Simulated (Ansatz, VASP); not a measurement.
**ZrB in VASP and in Ansatz**

Contents of INCAR:

```
PREC = Accurate
ENCUT = 520
EDIFF = 1E-7
ISMEAR = 0
SIGMA = 0.15
LREAL = F
LASPH = T
NELM = 100
ALGO = Normal
ISIF = 2
LWAVE = F
LCHARG = T
GGA = PS
LELF = T
LVHAR = T
NBANDS = 14
```

Contents of KPOINTS:

```
regular mesh
0
Gamma
  18 18 18
```

File POSCAR:

```
ZrB
1.0
    0.0523125000      2.3250000000      2.3250000000
    2.3773125000      0.0000000000      2.3773125000
    2.3250000000      2.3250000000      0.0523125000
Zr B
1 1
Direct
    0.0000000000      0.0000000000      0.0000000000
    0.5000000000      0.5000000000      0.5000000000
```

Input for Ansatz:

```yaml
crystal:
  lattice:
    - [0.0523125, 2.325, 2.325]
    - [2.3773125, 0.0, 2.3773125]
    - [2.325, 2.325, 0.0523125]
  atoms:
    - { symbol: Zr, position: [0.0, 0.0, 0.0] }
    - { symbol: B, position: [0.5, 0.5, 0.5] }
basis:
  ecutwfc: 420
kpoints:
  mp_grid: { grid: [18, 18, 18] }
hamiltonian:
  xc: pbesol
scf:
  occupations: { method: gaussian, width: 0.15 }
output:
  forces: true
  stress: true
  eigenvalues: true
  write_density: true
  write_potential: true
  elf: true
  volumetric_format: npy
```

Change from the starting cell: strain +0.0450 x Voigt [0, 0, 0, 0, 1, 0], atoms carried along.

Alike in both runs: task single point; functional PBEsol; k mesh 18 × 18 × 18; occupations gaussian, width 0.15 eV; no spin polarisation.

|  | VASP | Ansatz |
| --- | --- | --- |
| version | VASP 6.6.1 | Ansatz 0.2.0 |
| potentials or method | VASP PAW PBE potentials, release 64 (Zr_sv, B), cutoff 520 eV | scalar-relativistic, plane waves, PAW |
| valence electrons in the cell | 15 | 15 |

Ansatz gave:

* gap on the k mesh at the Fermi level (eV): none
* pressure (GPa): 29.5
* traceless stress, the component that is largest in VASP (GPa): -2.64

Question: Estimate VASP's values.

Answer: gap on the k mesh at the Fermi level (eV): none; pressure (GPa): 29.8; traceless stress, the component that is largest in VASP (GPa): -2.63.

VASP's potentials were made for PBE, not for PBEsol. A gap of «none» marks a metal or a gap that the smearing closes. Both programs put the cell under a high pressure, so it lies far from rest at this level.
